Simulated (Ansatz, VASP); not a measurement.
## SiC in VASP and in Ansatz

File INCAR:

```
PREC = Accurate ; ENCUT = 520
EDIFF = 1E-7 ; ISMEAR = 0
SIGMA = 0.02 ; LREAL = False
LASPH = True ; NELM = 60
ALGO = Normal ; ISIF = 2
LWAVE = False ; LCHARG = False
GGA = PE ; NBANDS = 16
```

The input KPOINTS:

```
Automatic mesh
0
Gamma
  12 12 6
```

POSCAR

```
SiC
1.0
    2.9064203243      0.0000000000      0.0000000000
   -1.4532101621      2.5170338349      0.0000000000
    0.0000000000      0.0000000000      5.1412506122
Si C
2 2
Direct
    0.3333333333      0.6666666667      0.5044832449
    0.6666666667      0.3333333333      1.0044832449
    0.3333333333      0.6666666667      0.8705167551
    0.6666666667      0.3333333333      0.3705167551
```

Input for Ansatz:

```yaml
crystal:
  lattice:
    - [2.9064203243, 0.0, 0.0]
    - [-1.4532101621, 2.5170338349, 0.0]
    - [0.0, 0.0, 5.1412506122]
  atoms:
    - { symbol: Si, position: [0.3333333333, 0.6666666667, 0.5044832449] }
    - { symbol: Si, position: [0.6666666667, 0.3333333333, 1.0044832449] }
    - { symbol: C, position: [0.3333333333, 0.6666666667, 0.8705167551] }
    - { symbol: C, position: [0.6666666667, 0.3333333333, 0.3705167551] }
basis:
  ecutwfc: 420
kpoints:
  mp_grid: { grid: [12, 12, 6] }
  band_path: { path: [VBM, CBM], npoints: 2 }
hamiltonian:
  xc: pbe
scf:
  occupations: { method: gaussian, width: 0.02 }
output:
  forces: true
  stress: true
  eigenvalues: true
checkpoint:
  read: start.run
  write: ck
  compress: false
  write_wavefunctions: false
  write_every: 100000
```

Alike in both runs: task single point; functional PBE; k mesh 12 × 12 × 6; occupations gaussian, width 0.02 eV; no spin polarisation.

```csv
,VASP,Ansatz
version,VASP 6.6.1,Ansatz 0.2.0
potentials or method,"VASP PAW PBE potentials, release 64 (Si, C), cutoff 520 eV","scalar-relativistic, plane waves, PAW"
valence electrons in the cell,16,16
```

```csv
,VASP,Ansatz,Ansatz less VASP
gap on the k mesh at the Fermi level (eV),1.34,1.35,+0.009
least direct gap on the mesh (eV),4.35,4.35,+0.007
```

With one functional, cell and mesh, what is left measures potentials, basis and numerics.
